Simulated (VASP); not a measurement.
Wanted: the native input for a VASP 6.6.1 run.

```
Task                   : single point
Functional             : PBE
Potentials or basis    : VASP PAW PBE potentials, release 64 (Na_pv, B, Pd)
Cutoff                 : 520 eV
k mesh                 : 4 × 4 × 6
Occupations            : gaussian, width 0.1 eV
Spin                   : no spin polarisation
Dipole correction      : no
Further INCAR settings : ALGO = Normal; EDIFF = 1e-06; NBANDS = 25
```

The structure of Na3BPd lies in POSCAR:

```
Na3BPd
1.0
    4.7542264389      0.0000000000      0.0000000000
    0.0000000000      6.1733814104      0.0000000000
    0.0000000000      0.0000000000      4.0200337934
Na B Pd
3 1 1
Direct
    0.5000000000      0.0000000000      0.7766997094
    0.0000000000      0.2802759879      0.2760476818
    0.0000000000      0.7197240121      0.2760476818
    0.5000000000      0.5000000000      0.2956556773
    0.5000000000      0.5000000000      0.7951787398
```

These files were run (other wordings do the same):

INCAR

```
PREC     = Accurate       # precision mode
ENCUT    = 520            # plane-wave cutoff, eV
EDIFF    = 1E-6           # SCF threshold, eV
ISMEAR   = 0              # smearing method
SIGMA    = 0.1            # smearing width, eV
LREAL    = F              # projectors in reciprocal space
LASPH    = T              # aspherical terms in the spheres
NELM     = 100            # most SCF steps
ALGO     = Normal         # electronic algorithm
ISIF     = 2              # what is computed and relaxed
LWAVE    = F              # write WAVECAR
LCHARG   = F              # write CHGCAR
GGA      = PE             # functional
NBANDS   = 25             # bands
```

KPOINTS

```
Automatic mesh
0
Gamma
  4 4 6
```

Potentials or basis: VASP PAW PBE potentials, release 64 (Na_pv, B, Pd).

Launch:

```console
$ cat potpaw_PBE.64/Na_pv/POTCAR potpaw_PBE.64/B/POTCAR potpaw_PBE.64/Pd/POTCAR > POTCAR
$ mpirun -np 1 vasp_std > vasp.out
```

It gave:

| Quantity | Value |
| --- | --- |
| Pressure | 0.0 GPa |
| Largest force | 0.012 eV/Å |
| Band gap on the k mesh | zero (band 17 reaches 3.16 eV, above the bottom of band 18 at 1.62 eV) |

It took 2.3 min on 1 thread of Oxide Virtual Turin-like Processor (shared host), peak memory 0.24 GiB.
